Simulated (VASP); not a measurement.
Here is a VASP 6.6.1 calculation.

The input INCAR:

```
PREC     = Accurate       # precision mode
ENCUT    = 520            # plane-wave cutoff, eV
EDIFF    = 1E-7           # SCF threshold, eV
ISMEAR   = -1             # smearing method
SIGMA    = 0.1            # smearing width, eV
LREAL    = F              # projectors in reciprocal space
LASPH    = T              # aspherical terms in the spheres
NELM     = 100            # most SCF steps
ALGO     = Normal         # electronic algorithm
ISIF     = 2              # what is computed and relaxed
LWAVE    = F              # write WAVECAR
LCHARG   = F              # write CHGCAR
GGA      = RE             # functional
NBANDS   = 14             # bands
```

KPOINTS

```
regular mesh
0
Gamma
  18 18 18
```

File POSCAR:

```
Bi
1.0
    0.0000000000      2.4275186197      2.4275186197
    2.4275186197      0.0000000000      2.4275186197
    2.4275186197      2.4275186197      0.0000000000
Bi
1
Direct
    0.0000000000      0.0000000000      0.0000000000
```

Potentials or basis: VASP PAW PBE potentials, release 64 (Bi_d).

The run is started by

```console
$ cat potpaw_PBE.64/Bi_d/POTCAR > POTCAR
$ mpirun -np 1 vasp_std > vasp.out
```

Problem. What does it give for the band gap on the k mesh?

Solution. Zero (an odd number of electrons rules out a gap without spin polarisation).

Problem. Estimate the pressure.

Solution. 7.9 GPa.

Caveat: the cell stands under pressure; the PAW data sets were made with another functional, which shifts forces and pressure a little; spin-orbit coupling is left out, which moves the levels of the heavy elements.
